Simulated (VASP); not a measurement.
The system is PbS (zincblende type).

```
Pb S
1.0
     0.00000    3.11012    3.11012
     3.11012    0.00000    3.11012
     3.11012    3.11012    0.00000
Pb S
1 1
Cartesian
  0.0000 0.0000 0.0000
  1.5551 1.5551 1.5551
```

| Quantity | Value |
| --- | --- |
| Program | VASP 6.6.1 |
| Task | relaxation of cell and atoms |
| Functional | PBE |
| Potentials or basis | VASP PAW PBE potentials, release 64 (Pb_d, S) |
| Cutoff | 600 eV |
| k mesh | 11 × 11 × 11 |
| Occupations | fermi-dirac, width 0.03 eV |
| Spin | no spin polarisation |

At the start: pressure 10.5 GPa; volume 30.08 Å³/atom.

Problem. How do energy, volume and symmetry change on relaxing?

Solution. Over 5 steps the energy falls by 183.2 meV/atom and the volume is 36.66 Å³/atom (+21.9 %); space group F-43m (No. 216, to 0.05 Å).

Step by step:
```
step  energy change (eV)  largest force (eV/Å)  pressure (GPa)  volume (Å³)
   1              0.0000                0.0000           10.54        60.17
   2             -0.3225                0.0000           -2.28        79.10
   3             -0.3663                0.0000            0.09        73.21
   4             -0.3663                0.0000           -0.07        73.48
   5             -0.3663                0.0000            0.00        73.32
```

Final structure:
```
CELL_PARAMETERS angstrom
0.00000 3.32197 3.32197
3.32197 0.00000 3.32197
3.32197 3.32197 0.00000
ATOMIC_POSITIONS crystal
Pb 0.00000 0.00000 0.00000
S 0.25000 0.25000 0.25000
```

Caveat: the volume moved by over 15 % at a fixed basis, so the end points are rough.
